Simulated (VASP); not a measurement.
A run of VASP 6.6.1 is set up as follows.

File INCAR:

```
SYSTEM = ZnS
PREC = Accurate ; ENCUT = 520
EDIFF = 1E-6 ; ISMEAR = 0
SIGMA = 0.01 ; LREAL = .False.
LASPH = .True. ; NELM = 150
ALGO = Normal ; ISIF = 2
LWAVE = .False. ; LCHARG = .False.
LDAU = .True. ; LDAUTYPE = 2
LDAUL = 2 -1 ; LDAUU = 6 0
LDAUJ = 0 0 ; LDAUPRINT = 1
GGA = CA ; NBANDS = 36
```

File KPOINTS:

```
Automatic mesh
0
Gamma
  6 6 6
  0 0 0
```

Contents of POSCAR:

```
ZnS
1.0
    1.9030712000      1.0987386700      9.3519478300
   -1.9030712000      1.0987386700      9.3519478300
    0.0000000000     -2.1974773400      9.3519478300
Zn S
3 3
Direct
    0.9999711404      0.9999711404      0.9999711404
    0.2222694100      0.2222694100      0.2222694100
    0.4446134401      0.4446134401      0.4446134401
    0.0832671700      0.0832671700      0.0832671700
    0.5278423001      0.5278423001      0.5278423001
    0.3053625400      0.3053625400      0.3053625400
```

Potentials or basis: VASP PAW LDA potentials, release 64 (Zn, S).

Launch:

```console
$ cat potpaw_LDA.64/Zn/POTCAR potpaw_LDA.64/S/POTCAR > POTCAR
$ mpirun -np 1 vasp_std > vasp.out
```

Task: Predict the band gap on the k mesh.

Result: 2.34 eV.

Task: Predict the pressure.

Result: -6.0 GPa.

Forces in eV/Å, atoms in the order of the input:
```
Zn   0.000  0.000 -0.007
Zn   0.000  0.000 -0.010
Zn   0.000  0.000 -0.023
S    0.000  0.000  0.016
S    0.000  0.000  0.011
S    0.000  0.000  0.014
```

Caveat: the cell stands under tension. A k mesh can miss the band edges.
